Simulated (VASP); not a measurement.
# TaN (P6_3/mmc) in VASP: a series of runs

Runs on TaN. Level: PBEsol. Tasks: single point.

All numbers are computed with VASP 6.6.1; they aren't measurements. Logs are shortened: lines on timing, memory, paths and dates and some standing lists are left out, and cuts for length are marked.

### Step 1. The cell of the first run

The structure is hexagonal, space group P6_3/mmc (No. 194). The conventional cell has a = 2.774 Å, b = 2.774 Å, c = 5.860 Å, α = 90.00°, β = 90.00°, γ = 120.00°. Ta (site symmetry -3m) has 6 N at 2.17 Å and 6 Ta at 2.77 Å within 2.9 Å. N (site symmetry -6m2) has 6 Ta at 2.17 Å and 6 N at 2.77 Å within 2.9 Å.

### Step 2. Single point, PBEsol

File INCAR:

```
SYSTEM = TaN
  ALGO = Normal
  EDIFF = 1E-6
  ENCUT = 520
  GGA = PS
  ISIF = 2
  ISMEAR = 0
  LASPH = .TRUE.
  LCHARG = .FALSE.
  LREAL = .FALSE.
  LWAVE = .FALSE.
  NBANDS = 24
  NELM = 80
  PREC = Accurate
  SIGMA = 0.15
```

File KPOINTS:

```
k-points
0
G
  15 15 8
  0 0 0
```

File POSCAR:

```
TaN
1.0
    2.7736134188      0.0000000000      0.0000000000
   -1.3868067094      2.4020196810      0.0000000000
    0.0000000000      0.0000000000      5.8600190937
Ta N
2 2
Direct
    0.0000000000      0.0000000000      0.0000000000
    0.0000000000      0.0000000000      0.5000000000
    0.3333333333      0.6666666667      0.2500000000
    0.6666666667      0.3333333333      0.7500000000
```

Potentials or basis: VASP PAW PBE potentials, release 64 (Ta_pv, N).

The run is started by

```console
$ cat potpaw_PBE.64/Ta_pv/POTCAR potpaw_PBE.64/N/POTCAR > POTCAR
$ mpirun -np 1 vasp_std > vasp.out
```

OUTCAR:

```text
SYSTEM = TaN
   EDIFF = 1E-6
   ENCUT = 520
   GGA = PS
   ISIF = 2
   ISMEAR = 0
   LASPH = .TRUE.
   LREAL = .FALSE.
   NELM = 80
   PREC = Accurate

 ion  position               nearest neighbor table
   1  0.000  0.000  0.000-   3 2.17   4 2.17   4 2.17   3 2.17   4 2.17   3 2.17   2 2.93   2 2.93

   2  0.000  0.000  0.500-   3 2.17   4 2.17   4 2.17   3 2.17   4 2.17   3 2.17   1 2.93   1 2.93

   3  0.333  0.667  0.250-   1 2.17   2 2.17   1 2.17   2 2.17   1 2.17   2 2.17
   4  0.667  0.333  0.750-   1 2.17   2 2.17   1 2.17   2 2.17   1 2.17   2 2.17

  LATTYP: Found a hexagonal cell.
 ALAT       =     2.7736134188
 C/A-ratio  =     2.1127742799

  Lattice vectors:

 A1 = (   2.7736134188,   0.0000000000,   0.0000000000)
 A2 = (  -1.3868067094,   2.4020196810,   0.0000000000)
 A3 = (   0.0000000000,   0.0000000000,   5.8600190937)

Analysis of symmetry for initial positions (statically):
=====================================================================
 Subroutine PRICEL returns:
 Original cell was already a primitive cell.

 Routine SETGRP: Setting up the symmetry group for a
 hexagonal supercell.

 Subroutine GETGRP returns: Found 24 space group operations
 (whereof 12 operations were pure point group operations)
 out of a pool of 24 trial point group operations.

The static configuration has the point symmetry D_3d.
 The point group associated with its full space group is D_6h.

Analysis of symmetry for dynamics (positions and initial velocities):
=====================================================================
 Subroutine PRICEL returns:
 Original cell was already a primitive cell.

 Routine SETGRP: Setting up the symmetry group for a
 hexagonal supercell.

 Subroutine GETGRP returns: Found 24 space group operations
 (whereof 12 operations were pure point group operations)
 out of a pool of 24 trial point group operations.

The dynamic configuration has the point symmetry D_3d.
 The point group associated with its full space group is D_6h.

 Subroutine INISYM returns: Found 24 space group operations
 (whereof 12 operations are pure point group operations),
 and found     1 'primitive' translations

----------------------------------------------------------------------------------------

                                     Primitive cell

  volume of cell :      39.0411

  direct lattice vectors                    reciprocal lattice vectors
     2.773613419  0.000000000  0.000000000     0.360540511  0.208158161  0.000000000
    -1.386806709  2.402019681  0.000000000     0.000000000  0.416316322  0.000000000
     0.000000000  0.000000000  5.860019094     0.000000000  0.000000000  0.170647908

  length of vectors
     2.773613419  2.773613419  5.860019094     0.416316322  0.416316322  0.170647908

  position of ions in fractional coordinates (direct lattice)
     0.000000000  0.000000000  0.000000000
     0.000000000  0.000000000  0.500000000
     0.333333333  0.666666667  0.250000000
     0.666666667  0.333333333  0.750000000

  ion indices of the primitive-cell ions
   primitive index   ion index
                 1           1
                 2           2
                 3           3
                 4           4

----------------------------------------------------------------------------------------

 KPOINTS: k-points

Automatic generation of k-mesh.
 Grid dimensions read from file:
 generate k-points for:   15   15    8

 Generating k-lattice:

  Cartesian coordinates                     Fractional coordinates (reciprocal lattice)
     0.024036034  0.013877211  0.000000000     0.066666667  0.000000000  0.000000000
     0.000000000  0.027754421  0.000000000     0.000000000  0.066666667  0.000000000
     0.000000000  0.000000000  0.021330989     0.000000000  0.000000000  0.125000000

  Length of vectors
     0.027754421  0.027754421  0.021330989

  Shift w.r.t. Gamma in fractional coordinates (k-lattice)
     0.000000000  0.000000000  0.000000000

 Subroutine IBZKPT returns following result:
 ===========================================

 Found    135 irreducible k-points:

 Following reciprocal coordinates:
            Coordinates               Weight
  0.000000  0.000000  0.000000      1.000000
  0.066667  0.000000  0.000000      6.000000
  0.133333  0.000000  0.000000      6.000000
  0.200000  0.000000  0.000000      6.000000
  0.266667  0.000000  0.000000      6.000000
  0.333333 -0.000000  0.000000      6.000000
[... 16 lines left out ...]
  0.333333  0.200000  0.000000     12.000000
  0.400000  0.200000  0.000000      6.000000
 [... further k-points ...]
   k-points           NKPTS =    135   k-points in BZ     NKDIM =    135   number of bands    NBANDS=     24
   number of dos      NEDOS =    301   number of ions     NIONS =      4
   total plane-waves  NPLWV =  27648
   dimension x,y,z NGX =    24 NGY =   24 NGZ =   48
   dimension x,y,z NGXF=    48 NGYF=   48 NGZF=   96
   ions per type =               2   2
   NGX,Y,Z   is equivalent  to a cutoff of  14.39, 14.39, 13.62 a.u.
   NGXF,Y,Z  is equivalent  to a cutoff of  28.77, 28.77, 27.23 a.u.
 SYSTEM =  TaN
   PREC   = accura    normal or accurate (medium, high low for compatibility)
   ISTART =      0    job   : 0-new  1-cont  2-samecut
   ICHARG =      2    charge: 1-file 2-atom 10-const
   ISPIN  =      1    spin polarized calculation?
   LNONCOLLINEAR =      F non collinear calculations
   LSORBIT =      F    spin-orbit coupling
   LASPH  =      T    aspherical Exc in radial PAW
   ENCUT  =  520.0 eV  38.22 Ry    6.18 a.u.   5.16  5.16 10.90*2*pi/ulx,y,z
   NELM   =     80;   NELMIN=  2; NELMDL= -5     # of ELM steps
   EDIFF  = 0.1E-05   stopping-criterion for ELM
   LREAL  =      F    real-space projection
   EDIFFG = 0.1E-04   stopping-criterion for IOM
   NSW    =      0    number of steps for IOM
   IBRION =     -1    ionic relax: 0-MD 1-quasi-New 2-CG
   NFREE  =      0    steps in history (QN), initial steepest desc. (CG)
   ISIF   =      2    stress and relaxation
   ISYM   =      2    0-nonsym 1-usesym 2-fastsym
   POTIM  = 0.5000    time-step for ionic-motion
   TEBEG  =    0.0;   TEEND  =   0.0 temperature during run
   PSTRESS=    0.0 pullay stress
   NELECT =      32.0000    total number of electrons
   NUPDOWN=      -1.0000    fix difference up-down
   EMIN   =  10.00;   EMAX   =-10.00  energy-range for DOS
   EFERMI =   0.00;   METHOD = LEGACY
   ISMEAR =     0;   SIGMA  =   0.15  broadening in eV -4-tet -1-fermi 0-gaus
   EFERMI_NEDOS =   21; number of points for ismear=-14 and -15
   IALGO  =     38    algorithm
   IMIX   =      4    mixing-type and parameters
     AMIX     =   0.40;   BMIX     =  1.00
     AMIX_MAG =   1.60;   BMIX_MAG =  1.00
  volume/ion in A,a.u.               =       9.76        65.87
  Fermi-wavevector in a.u.,A,eV,Ry     =   1.532090  2.895231 31.936958  2.347300
  Thomas-Fermi vector in A             =   2.639344
   LORBIT       =      0    0 simple, 1 ext, 2 COOP (PROOUT), +10 PAW based schemes
   GGA     = PS    functional components
   LHFCALC =     F    Hartree Fock is set to
   AEXX    =    0.0000 exact exchange contribution
   IVDW    =     0    specifies the selected vdW correction
   LEPSILON=     F    determine dielectric tensor
   LRPA    =     F    only Hartree local field effects (RPA)
 non-spin polarized calculation
 Gauss-broadening in eV      SIGMA  =   0.15
  energy-cutoff  :      520.00
  volume of cell :       39.04
 maximum number of plane-waves:      1068
 NGX is ok and might be reduce to    24
   NGX = 11   NGY = 11   NGZ = 21

 number of electron      32.0000005 magnetization

 Free energy of the ion-electron system (eV)
  ---------------------------------------------------
  ext. energy  EPLUGINS =         0.00000000
  ---------------------------------------------------
  free energy    TOTEN  =       -46.34267544 eV

  energy without entropy =      -46.33376796  energy(sigma->0) =      -46.33822170

 E-fermi :   9.0398     XC(G=0): -14.0632

 val. band max:        9.0309339551   @ k =   0.0000   0.0000   0.3750
 cond. band min:       9.0595564900   @ k =   0.3333   0.3333   0.0000
 fundamental gap:      0.0286225348
 Fermi energy:         9.0397703635

 k-point     1 :       0.0000    0.0000    0.0000
  band No.  band energies     occupation
      1     -26.4482      2.00000
      2     -25.5208      2.00000
      3     -24.9805      2.00000
      4     -24.9805      2.00000
      5     -24.9114      2.00000
      6     -24.9114      2.00000
[... 16 lines left out ...]
     23      13.8297      0.00000
     24      15.7491      0.00000

 k-point     2 :       0.0667    0.0000    0.0000
  band No.  band energies     occupation
      1     -26.4292      2.00000
      2     -25.5090      2.00000
      3     -25.0656      2.00000
      4     -24.9980      2.00000
      5     -24.9897      2.00000
      6     -24.9279      2.00000
[... 16 lines left out ...]
     23      14.1538      0.00000
     24      15.5821      0.00000

 k-point     3 :       0.1333    0.0000    0.0000
  band No.  band energies     occupation
      1     -26.3752      2.00000
      2     -25.4758      2.00000
      3     -25.3003      2.00000
      4     -25.2065      2.00000
      5     -25.0473      2.00000
      6     -24.9744      2.00000
[... 16 lines left out ...]
     23      14.6857      0.00000
     24      15.5435      0.00000

 k-point     4 :       0.2000    0.0000    0.0000
  band No.  band energies     occupation
      1     -26.2948      2.00000
      2     -25.6313      2.00000
      3     -25.5156      2.00000
      4     -25.4257      2.00000
      5     -25.1191      2.00000
      6     -25.0422      2.00000
[... 16 lines left out ...]
     23      14.6493      0.00000
     24      16.3507      0.00000

 k-point     5 :       0.2667    0.0000    0.0000
  band No.  band energies     occupation
      1     -26.2022      2.00000
      2     -25.9909      2.00000
      3     -25.8544      2.00000
      4     -25.3688      2.00000
      5     -25.2003      2.00000
      6     -25.1190      2.00000
[... 451 lines left out ...]
 k-point    22 :       0.2667    0.2000    0.0000
  band No.  band energies     occupation
      1     -26.3951      2.00000
      2     -26.2355      2.00000
      3     -26.0181      2.00000
      4     -25.6265      2.00000
      5     -25.5193      2.00000
      6     -25.2586      2.00000
[... 16 lines left out ...]
     23      16.1297      0.00000
     24      17.0590      0.00000

 k-point    23 :       0.3333    0.2000    0.0000
  band No.  band energies     occupation
      1     -26.4882      2.00000
      2     -26.3244      2.00000
      3     -25.9701      2.00000
      4     -25.7372      2.00000
      5     -25.6222      2.00000
      6     -25.2308      2.00000
[... 16 lines left out ...]
     23      16.6054      0.00000
     24      17.5652      0.00000

 k-point    24 :       0.4000    0.2000    0.0000
  band No.  band energies     occupation
      1     -26.5194      2.00000
      2     -26.3543      2.00000
      3     -25.9525      2.00000
      4     -25.7780      2.00000
      5     -25.6597      2.00000
      6     -25.2210      2.00000
[... 16 lines left out ...]
     23      16.7706      0.00000
     24      17.7832      0.00000

 [... further k-points ...]
[... 5 lines left out ...]
  --------------------------------------------------------------------------------------
  -------------------------------------------------------------------------------------
  Total       10.5303542     10.5303542      4.1764624      0.0000000      0.0000000      0.0000000
  in kB      432.1475325    432.1475325    171.3947962      0.0000000      0.0000000      0.0000000
  external PRESSURE =     345.2299537 kB  Pullay stress =       0.0000000 kB

 VOLUME and BASIS-vectors are now :
 -----------------------------------------------------------------------------
  energy-cutoff  :      520.00
  volume of cell :       39.04
      direct lattice vectors                 reciprocal lattice vectors
     2.773613419  0.000000000  0.000000000     0.360540511  0.208158161  0.000000000
    -1.386806709  2.402019681  0.000000000     0.000000000  0.416316322  0.000000000
     0.000000000  0.000000000  5.860019094     0.000000000  0.000000000  0.170647908

 POSITION                                       TOTAL-FORCE (eV/Angst)
 -----------------------------------------------------------------------------------
      0.00000      0.00000      0.00000        -0.000000      0.000000      0.000000
      0.00000      0.00000      2.93001        -0.000000      0.000000      0.000000
     -0.00000      1.60135      1.46500        -0.000000      0.000000     -0.000000
      1.38681      0.80067      4.39501         0.000000      0.000000      0.000000
 -----------------------------------------------------------------------------------
    total drift:                               -0.000000      0.000000      0.000000

  FREE ENERGIE OF THE ION-ELECTRON SYSTEM (eV)
  ---------------------------------------------------
  free  energy   TOTEN  =       -46.3426754408 eV

  energy  without entropy=      -46.3337679553  energy(sigma->0) =      -46.33822170
```

Run time: 2 min. Hardware: 1 thread of Intel Xeon Platinum 8175M at 2.50GHz (Skylake/Cascade Lake), shared host; peak memory 0.25 GiB.

Results:

```yaml
Free_energy: -46.3427 eV
Pressure: 34.5 GPa
Band_gap_on_the_k_mesh: zero (band 16 reaches 9.69 eV, above the bottom of band 17 at 8.53 eV)
```

Caveat: the PAW data sets were made with another functional, which shifts forces and pressure a little; spin-orbit coupling is left out, which moves the levels of the heavy elements.

### Step 3. Single point, PBEsol

This run uses another cell than the first one, of 10.03 Å³/atom, 1.028 times its volume.

File INCAR:

```
SYSTEM = TaN
PREC = Accurate
ENCUT = 520
EDIFF = 1E-7
ISMEAR = 0
SIGMA = 0.15
LREAL = .FALSE.
LASPH = .TRUE.
NELM = 60
ALGO = Normal
ISIF = 2
LWAVE = .FALSE.
LCHARG = .FALSE.
GGA = PS
NBANDS = 24
```

File KPOINTS:

```
Automatic mesh
0
G
  15 15 8
  0 0 0
```

Edit POSCAR of step 2 so:

```diff
@@ -2,4 +2,4 @@
 1.0
-    2.7736134188      0.0000000000      0.0000000000
-   -1.3868067094      2.4020196810      0.0000000000
+    2.8120395214      0.0000000000      0.0000000000
+   -1.4060197607      2.4352976620      0.0000000000
     0.0000000000      0.0000000000      5.8600190937
```

Potentials or basis: VASP PAW PBE potentials, release 64 (Ta_pv, N).

The run is started by

```console
$ cat potpaw_PBE.64/Ta_pv/POTCAR potpaw_PBE.64/N/POTCAR > POTCAR
$ mpirun -np 1 vasp_std > vasp.out
```

Wall time 2.4 min (1 thread of Intel Xeon Platinum 8175M at 2.50GHz (Skylake/Cascade Lake), shared host); peak memory 0.25 GiB.

Results (log left out):

- Free energy: -46.5827 eV
- Pressure: 22.0 GPa
- Band gap on the k mesh: zero (band 16 reaches 9.40 eV, above the bottom of band 17 at 8.30 eV)

Stress tensor (GPa, compression positive):
```
27.43  0.00  0.00
 0.00 27.43  0.00
 0.00  0.00 11.01
```

Levels at points of the mesh, in eV from the Fermi level:
| k point | band 13 | band 14 | band 15 | band 16 | band 17 | band 18 | band 19 | band 20 |
| --- | --- | --- | --- | --- | --- | --- | --- | --- |
| (0.00, 0.00, 0.00) | -3.62 | -1.82 | -1.82 | -0.26 | -0.26 | 0.79 | 0.79 | 2.13 |
| (0.00, 0.00, 0.50) | -3.85 | -3.85 | -0.88 | -0.88 | 1.16 | 1.16 | 1.16 | 1.16 |

Caveat: the PAW data sets were made with another functional, which shifts forces and pressure a little; spin-orbit coupling is left out, which moves the levels of the heavy elements.
